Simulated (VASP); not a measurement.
Wanted: the native input for a VASP 6.6.1 run.

```
Task                   : single point
Functional             : PBE
Potentials or basis    : VASP PAW PBE potentials, release 64 (Pt)
Cutoff                 : 520 eV
k mesh                 : 9 × 9 × 9
Occupations            : fermi-dirac, width 0.05 eV
Spin                   : non-collinear spin, zero start, spin-orbit coupling
Starting moments       : [[0.0, 0.0, 0.0]] μB
Dipole correction      : no
Further INCAR settings : ALGO = Fast; EDIFF = 1e-07; NBANDS = 21
```

The structure of Pt lies in POSCAR:

```
Pt
1.0
   -1.5842200000      1.5842200000      1.5842200000
    1.5842200000     -1.5842200000      1.5842200000
    1.5842200000      1.5842200000     -1.5842200000
Pt
1
Direct
    0.0000000000      0.0000000000      0.0000000000
```

The input as run:

INCAR

```
PREC     = Accurate       # precision mode
ENCUT    = 520            # plane-wave cutoff, eV
EDIFF    = 1E-7           # SCF threshold, eV
ISMEAR   = -1             # smearing method
SIGMA    = 0.05           # smearing width, eV
LREAL    = F              # projectors in reciprocal space
LASPH    = T              # aspherical terms in the spheres
NELM     = 150            # most SCF steps
ALGO     = Fast           # electronic algorithm
ISIF     = 2              # what is computed and relaxed
LWAVE    = F              # write WAVECAR
LCHARG   = T              # write CHGCAR
MAGMOM   = 0 0 0          # initial moments
LORBIT   = 11             # projections on sites
LSORBIT  = T              # spin-orbit coupling
GGA_COMPAT= F            
LORBMOM  = T            
LMAXMIX  = 4              # l up to which the mixer works
GGA      = PE             # functional
LVHAR    = T            
NBANDS   = 21             # bands
```

KPOINTS

```
Automatic mesh
0
Gamma
  9 9 9
```

Potentials or basis: VASP PAW PBE potentials, release 64 (Pt).

Run with:

```console
$ cat potpaw_PBE.64/Pt/POTCAR > POTCAR
$ mpirun -np 1 vasp_ncl > vasp.out
```

Results of the run:

| Quantity | Value |
| --- | --- |
| Pressure | -1.3 GPa |
| Net moment | 0.00 μB per cell |
| Valence electrons inside the program's atomic spheres | Pt 9.18 |

Wall time 54 s on 1 thread of Intel Xeon 8259CL, with other jobs on the host, peak memory 0.16 GiB.
